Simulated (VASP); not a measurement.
Here is a VASP 6.6.1 calculation.

INCAR

```
ALGO = Normal ; EDIFF = 1E-6
ENCUT = 520 ; GGA = CA
ISIF = 2 ; ISMEAR = 0
LASPH = T ; LCHARG = T
LELF = T ; LREAL = F
LVHAR = T ; LWAVE = F
NBANDS = 10 ; NELM = 60
PREC = Accurate ; SIGMA = 0.15
```

KPOINTS

```
k-points
0
Gamma
  18 18 10
```

The input POSCAR:

```
Al
1.0
    2.8024648109      0.0000000000      0.0000000000
   -1.4012324054      2.4270057195      0.0000000000
    0.0000000000      0.0000000000      4.5691000000
Al
2
Direct
    0.6666666667      0.3333333333      0.7500000000
    0.3333333333      0.6666666667      0.2500000000
```

Potentials or basis: VASP PAW LDA potentials, release 64 (Al).

Launch:

```console
$ cat potpaw_LDA.64/Al/POTCAR > POTCAR
$ mpirun -np 1 vasp_std > vasp.out
```

Question: What does it give for the band gap on the k mesh?

Answer: Zero (bands 3 and 4 overlap by 7.55 eV).

Question: Estimate the pressure.

Answer: 2.3 GPa.

Stress tensor (GPa, compression positive):
```
2.23 0.00 0.00
0.00 2.23 0.00
0.00 0.00 2.31
```
